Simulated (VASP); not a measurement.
A run of VASP 6.6.1:

INCAR

```
SYSTEM = B2P3
PREC = Accurate
ENCUT = 600
EDIFF = 1E-6
ISMEAR = 0
SIGMA = 0.1
LREAL = .FALSE.
LASPH = .TRUE.
NELM = 100
ALGO = Normal
ISIF = 3
LWAVE = .FALSE.
LCHARG = .FALSE.
GGA = PE
IBRION = 2
NSW = 100
EDIFFG = -0.01
```

Contents of KPOINTS:

```
Automatic mesh
0
G
  12 12 12
  0 0 0
```

File POSCAR:

```
B2P3
1.0
    2.4007690840      1.3860846769      3.2256336774
   -2.4007690840      1.3860846769      3.2256336774
    0.0000000000     -2.7721693539      3.2256336774
B P
2 3
Direct
    0.5000000000      0.5000000000      0.5000000000
    0.0000000000      0.0000000000      0.0000000000
    0.0000000000      0.0000000000      0.5000000000
    0.5000000000      0.0000000000      0.0000000000
    0.0000000000      0.5000000000      0.0000000000
```

Potentials or basis: VASP PAW PBE potentials, release 64 (B, P).

The run is started by

```bash
$ cat potpaw_PBE.64/B/POTCAR potpaw_PBE.64/P/POTCAR > POTCAR
$ mpirun -np 1 vasp_std > vasp.out
```

Hardware: 1 thread of Intel Xeon 8259CL, on a shared host.

Estimate the wall time of this run.

Run time: 11 min on 1 thread of Intel Xeon 8259CL, with other jobs on the host, peak memory 0.34 GiB. Counts: scf iterations 37, k points 189, ion steps 5.
